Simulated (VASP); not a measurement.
Input of a VASP 6.6.1 run:

Contents of INCAR:

```
SYSTEM = Ge
ALGO     = Normal         ! electronic algorithm
EDIFF    = 1E-6           ! SCF threshold, eV
ENCUT    = 520            ! plane-wave cutoff, eV
GGA      = RP             ! functional
ISIF     = 2              ! what is computed and relaxed
ISMEAR   = -1             ! smearing method
LASPH    = .TRUE.         ! aspherical terms in the spheres
LCHARG   = .FALSE.        ! write CHGCAR
LREAL    = .FALSE.        ! projectors in reciprocal space
LWAVE    = .FALSE.        ! write WAVECAR
NBANDS   = 13             ! bands
NELM     = 100            ! most SCF steps
PREC     = Accurate       ! precision mode
SIGMA    = 0.1            ! smearing width, eV
```

KPOINTS

```
k-points
0
G
  14 14 14
  0 0 0
```

POSCAR

```
Ge
1.0
    0.0000000000      2.2131193336      2.2131193336
    2.2131193336      0.0000000000      2.2131193336
    2.2131193336      2.2131193336      0.0000000000
Ge
1
Direct
    0.0000000000      0.0000000000      0.0000000000
```

Potentials or basis: VASP PAW PBE potentials, release 64 (Ge_d).

Launch:

```bash
$ cat potpaw_PBE.64/Ge_d/POTCAR > POTCAR
$ mpirun -np 1 vasp_std > vasp.out
```

Question: Predict the band gap on the k mesh.

Answer: Zero (band 7 reaches 13.27 eV, above the bottom of band 8 at 3.55 eV).

Question: What does it give for the pressure?

Answer: -3.7 GPa.

Caveat: the PAW data sets were made with another functional, which shifts forces and pressure a little.
